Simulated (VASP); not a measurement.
A run of VASP 6.6.1 is set up as follows.

The input INCAR:

```
SYSTEM = La5O
  PREC = Accurate
  ENCUT = 520
  EDIFF = 1E-6
  ISMEAR = 0
  SIGMA = 0.1
  LREAL = .FALSE.
  LASPH = .TRUE.
  NELM = 60
  ALGO = Normal
  ISIF = 2
  LWAVE = .FALSE.
  LCHARG = .FALSE.
  GGA = PE
  NBANDS = 40
```

KPOINTS

```
Automatic mesh
0
G
  4 4 4
  0 0 0
```

POSCAR

```
La5O
1.0
    0.0000000000      4.2969688100      4.2969688100
    4.2969688100      0.0000000000      4.2969688100
    4.2969688100      4.2969688100      0.0000000000
La O
5 1
Direct
    0.1250000000      0.6250000000      0.6250000000
    0.6250000000      0.6250000000      0.6250000000
    0.6250000000      0.1250000000      0.6250000000
    0.6250000000      0.6250000000      0.1250000000
    0.2500000000      0.2500000000      0.2500000000
    0.0000000000      0.0000000000      0.0000000000
```

Potentials or basis: VASP PAW PBE potentials, release 64 (La, O).

Command:

```console
$ cat potpaw_PBE.64/La/POTCAR potpaw_PBE.64/O/POTCAR > POTCAR
$ mpirun -np 1 vasp_std > vasp.out
```

Problem. What does it give for the pressure?

Solution. 7.7 GPa.

Problem. Estimate the band gap on the k mesh.

Solution. Zero (an odd number of electrons rules out a gap without spin polarisation).

Caveat: the cell stands under pressure; spin-orbit coupling is left out, which moves the levels of the heavy elements; an odd number of electrons without spin polarisation forces a metal; a magnetic or distorted state may lie lower.
